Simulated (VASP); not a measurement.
A run of VASP 6.6.1 is set up as follows.

Contents of POSCAR:

```
WC
1.0
    0.0000000000      2.1779675566      2.1779675566
    2.1779675566      0.0000000000      2.1779675566
    2.1779675566      2.1779675566      0.0000000000
W C
1 1
Direct
    0.0000000000      0.0000000000      0.0000000000
    0.5000000000      0.5000000000      0.5000000000
```

Contents of INCAR.step1:

```
SYSTEM = WC
PREC     = Accurate       ! precision mode
ENCUT    = 520            ! plane-wave cutoff, eV
ISMEAR   = -1             ! smearing method
SIGMA    = 0.05           ! smearing width, eV
LREAL    = .FALSE.        ! projectors in reciprocal space
LASPH    = .TRUE.         ! aspherical terms in the spheres
NELM     = 100            ! most SCF steps
NBANDS   = 16             ! bands
GGA      = PE             ! functional
ALGO     = Normal         ! electronic algorithm
EDIFF    = 1E-4           ! SCF threshold, eV
LWAVE    = .TRUE.         ! write WAVECAR
LCHARG   = .FALSE.        ! write CHGCAR
```

File INCAR.step2:

```
SYSTEM = WC
PREC     = Accurate       ! precision mode
ENCUT    = 520            ! plane-wave cutoff, eV
EDIFF    = 1E-6           ! SCF threshold, eV
ISMEAR   = -1             ! smearing method
SIGMA    = 0.05           ! smearing width, eV
LREAL    = .FALSE.        ! projectors in reciprocal space
LASPH    = .TRUE.         ! aspherical terms in the spheres
NELM     = 100            ! most SCF steps
ALGO     = Normal         ! electronic algorithm
ISIF     = 2              ! what is computed and relaxed
LWAVE    = .FALSE.        ! write WAVECAR
LCHARG   = .TRUE.         ! write CHGCAR
METAGGA  = R2SCAN         ! meta-GGA
LMIXTAU  = .TRUE.       
LELF     = .TRUE.         ! ELF
LVHAR    = .TRUE.       
NBANDS   = 16             ! bands
ISTART   = 1
```

File KPOINTS:

```
Automatic mesh
0
G
  10 10 10
  0 0 0
```

Potentials or basis: VASP PAW PBE potentials, release 64 (W_sv, C).

The run is started by

```bash
$ cat potpaw_PBE.64/W_sv/POTCAR potpaw_PBE.64/C/POTCAR > POTCAR
$ cp INCAR.step1 INCAR
$ mpirun -np 1 vasp_std > vasp.out
$ cp INCAR.step2 INCAR
$ mpirun -np 1 vasp_std > vasp.out
```

Problem. What does it give for the pressure?

Solution. 3.9 GPa.

Problem. Estimate the band gap on the k mesh.

Solution. Zero (band 9 reaches 13.86 eV, above the bottom of band 10 at 10.43 eV).

Caveat: the PAW data sets were made with another functional, which shifts forces and pressure a little; spin-orbit coupling is left out, which moves the levels of the heavy elements.
